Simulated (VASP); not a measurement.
Write the native input for VASP 6.6.1 that does the following.

- Task: single point
- Functional: PBE
- Potentials or basis: VASP PAW PBE potentials, release 64 (Li_sv, H)
- Cutoff: 520 eV
- k mesh: 4 × 4 × 4
- Occupations: gaussian, width 0.05 eV
- Spin: no spin polarisation
- Dipole correction: no
- Further INCAR settings: LREAL = Auto; ALGO = Normal; EDIFF = 1e-06; NBANDS = 38

The structure of Li16H (a cell with a defect) lies in POSCAR:

```
Li16H
1.0
    6.9800000000      0.0000000000      0.0000000000
    0.0000000000      6.9800000000      0.0000000000
    0.0000000000      0.0000000000      6.9800000000
Li H
16 1
Direct
    0.0321835154      0.0054729960     -0.0007760168
    0.4678414897      0.0055064112     -0.0007651791
   -0.0176280987      0.4761202550     -0.0001925162
    0.0139720533     -0.0121210912      0.4989085916
    0.2499859346      0.2749065924      0.2683278258
    0.5176943283      0.4760950942     -0.0001921818
    0.4860367835     -0.0121088650      0.4989123332
    0.7499850658      0.2290874822      0.2603309777
   -0.0139694944      0.5190774601      0.4997186898
    0.2499545461      0.7429761866      0.2217112273
    0.2499857488      0.2748269281      0.7324620836
    0.5139289514      0.5191098902      0.4997218048
    0.7499300474      0.7637377708      0.2358772907
    0.7499818043      0.2296832416      0.7388297513
    0.2499441521      0.7437072046      0.7788792565
    0.7499259982      0.7641040567      0.7644092515
    0.2500504741      0.8713453865      0.0008433102
```

One way to write it, as run:

INCAR

```
PREC = Accurate
ENCUT = 520
EDIFF = 1E-6
ISMEAR = 0
SIGMA = 0.05
LREAL = Auto
LASPH = True
NELM = 60
ALGO = Normal
ISIF = 2
LWAVE = False
LCHARG = True
GGA = PE
LELF = True
LVHAR = True
NBANDS = 38
```

KPOINTS

```
regular mesh
0
Gamma
  4 4 4
```

Potentials or basis: VASP PAW PBE potentials, release 64 (Li_sv, H).

Command:

```bash
$ cat potpaw_PBE.64/Li_sv/POTCAR potpaw_PBE.64/H/POTCAR > POTCAR
$ mpirun -np 1 vasp_std > vasp.out
```

Results of the run:

- Largest force: 0.027 eV/Å
- Band gap on the k mesh: zero (an odd number of electrons rules out a gap without spin polarisation)

It took 20 min on 1 thread of Intel Xeon 8259CL, with other jobs on the host, peak memory 0.54 GiB.
